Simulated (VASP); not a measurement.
Set up this calculation in VASP 6.6.1, as the native input.

```yaml
Task: single point
Functional: PBE
Potentials_or_basis: VASP PAW PBE potentials, release 64 (Ti_sv, Al, B)
Cutoff: 500 eV
k_mesh: 5 × 5 × 3
Occupations: gaussian, width 0.2 eV
Spin: no spin polarisation
Dipole_correction: no
Further_INCAR_settings: ALGO = Normal; EDIFF = 1e-06; NBANDS = 33
```

The structure of Ti3AlB3 lies in POSCAR:

```
Ti3AlB3
1.0
    4.7009370756     -0.0000000035      0.0000000000
   -2.3504685348      4.0711309308      0.0000000000
    0.0000000000      0.0000000000      5.5433621730
Ti Al B
3 1 3
Direct
    0.0000000000      0.0000000000      0.7519950121
    0.0000000000      0.0000000000      0.2480049879
    0.3333333333      0.6666666667      0.5000000000
    0.3333333333      0.6666666667      0.0000000000
    0.8542648757      0.5496301282      0.0000000000
    0.4503698718      0.3046347476      0.0000000000
    0.6953652524      0.1457351243      0.0000000000
```

The cell was generated, and may not be a known phase.

One way to write it, as run:

INCAR

```
SYSTEM = Ti3AlB3
ALGO     = Normal         ! electronic algorithm
EDIFF    = 1E-6           ! SCF threshold, eV
ENCUT    = 500            ! plane-wave cutoff, eV
GGA      = PE             ! functional
GGA_COMPAT= .FALSE.      
ISIF     = 2              ! what is computed and relaxed
ISMEAR   = 0              ! smearing method
LASPH    = .TRUE.         ! aspherical terms in the spheres
LCHARG   = .FALSE.        ! write CHGCAR
LREAL    = .FALSE.        ! projectors in reciprocal space
LWAVE    = .FALSE.        ! write WAVECAR
NBANDS   = 33             ! bands
NELM     = 120            ! most SCF steps
PREC     = Accurate       ! precision mode
SIGMA    = 0.2            ! smearing width, eV
```

KPOINTS

```
k-points
0
G
  5 5 3
  0 0 0
```

Potentials or basis: VASP PAW PBE potentials, release 64 (Ti_sv, Al, B).

The run is started by

```console
$ cat potpaw_PBE.64/Ti_sv/POTCAR potpaw_PBE.64/Al/POTCAR potpaw_PBE.64/B/POTCAR > POTCAR
$ mpirun -np 1 vasp_std > vasp.out
```

It gave:

```json
{
  "Pressure": "-0.7 GPa",
  "Largest force": "0.056 eV/Å",
  "Band gap on the k mesh": "zero (bands 24 and 25 overlap by 0.34 eV)"
}
```

Caveat: the k points lie up to 0.38 Å⁻¹ apart.

Wall time 40 s on 1 thread of Intel(R) Xeon(R) Platinum 8375C CPU @ 2.90GHz (Ice Lake), on a shared host, peak memory 0.22 GiB.
